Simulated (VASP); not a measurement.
Runs of VASP 6.6.1 on Ba. The structure is that of space group P6/mmm (No. 191), or close to it. The cells are those of the table. This isn't the form of Ba at room conditions, which is bcc.

| task | level | potentials or basis | cell | cutoff (eV) | smearing | gap on the mesh (eV) | pressure (GPa) |
| --- | --- | --- | --- | --- | --- | --- | --- |
| single point | PBEsol | VASP PAW PBE potentials, release 64 (Ba_sv) | a = 3.222, b = 3.222, c = 2.956 Å, angles 90.0, 90.0, 120.0°, 1 atom | 520 | fermi-dirac 0.05 eV | none | 25.3 |
| single point | PBEsol | VASP PAW PBE potentials, release 64 (Ba_sv) | a = 3.886, b = 3.886, c = 3.569 Å, angles 90.0, 90.0, 120.0°, 1 atom | 520 | fermi-dirac 0.05 eV | none | 2.4 |
| single point | PBEsol | VASP PAW PBE potentials, release 64 (Ba_sv) | a = 4.312, b = 4.312, c = 3.913 Å, angles 90.0, 90.0, 120.0°, 1 atom | 520 | gaussian 0.02 eV | none | -0.8 |
| relaxation of cell and atoms | PBEsol | VASP PAW PBE potentials, release 64 (Ba_sv) | relaxed to 30 GPa from a = 4.312, b = 4.312, c = 3.913 Å, angles 90.0, 90.0, 120.0°, 1 atom | 600 | fermi-dirac 0.05 eV | none | 30.0 |
| relaxation of cell and atoms | PBEsol | VASP PAW PBE potentials, release 64 (Ba_sv) | relaxed to 2 GPa from a = 4.312, b = 4.312, c = 3.913 Å, angles 90.0, 90.0, 120.0°, 1 atom | 600 | fermi-dirac 0.05 eV | none | 2.0 |
| single point | LDA | VASP PAW LDA potentials, release 64 (Ba_sv) | a = 4.312, b = 4.312, c = 3.913 Å, angles 90.0, 90.0, 120.0°, 1 atom | 520 | gaussian 0.02 eV | none | -1.4 |
| relaxation of cell and atoms | PBEsol | VASP PAW PBE potentials, release 64 (Ba_sv) | relaxed to 10 GPa from a = 4.312, b = 4.312, c = 3.913 Å, angles 90.0, 90.0, 120.0°, 1 atom | 600 | fermi-dirac 0.05 eV | none | 10.0 |
| relaxation of cell and atoms | PBEsol | VASP PAW PBE potentials, release 64 (Ba_sv) | relaxed to 5 GPa from a = 4.312, b = 4.312, c = 3.913 Å, angles 90.0, 90.0, 120.0°, 1 atom | 600 | fermi-dirac 0.05 eV | none | 5.0 |
| single point | PBEsol | VASP PAW PBE potentials, release 64 (Ba_sv) | a = 4.105, b = 4.105, c = 3.809 Å, angles 90.0, 90.0, 120.0°, 1 atom | 520 | fermi-dirac 0.05 eV | none | (a) |
| relaxation of cell and atoms | PBEsol | VASP PAW PBE potentials, release 64 (Ba_sv) | relaxed to 20 GPa from a = 4.312, b = 4.312, c = 3.913 Å, angles 90.0, 90.0, 120.0°, 1 atom | 600 | fermi-dirac 0.05 eV | none | 20.0 |
| single point | PBEsol | VASP PAW PBE potentials, release 64 (Ba_sv) | a = 3.463, b = 3.463, c = 3.079 Å, angles 90.0, 90.0, 120.0°, 1 atom | 520 | fermi-dirac 0.05 eV | none | 12.6 |
| single point | PBEsol | VASP PAW PBE potentials, release 64 (Ba_sv) | a = 3.666, b = 3.666, c = 3.253 Å, angles 90.0, 90.0, 120.0°, 1 atom | 520 | fermi-dirac 0.05 eV | none | (b) |

Alike in all rows: no spin polarisation; k mesh 7 × 7 × 7.

Question: Fill in the values left out.

Answer: (a) 0.1; (b) 6.2.

Caveats: spin-orbit coupling is left out, which moves the levels of the heavy elements; the PAW data sets were made with another functional, which shifts forces and pressure a little (at least some runs); the cell is relaxed towards a set pressure, so the run minimises the enthalpy, not the energy (at least some runs); the cell stands under pressure (at least some runs).

A k mesh can miss the band edges, and the runs leave out spin-orbit coupling on Ba.

A gap of «none» marks levels without a gap at the run's occupations.
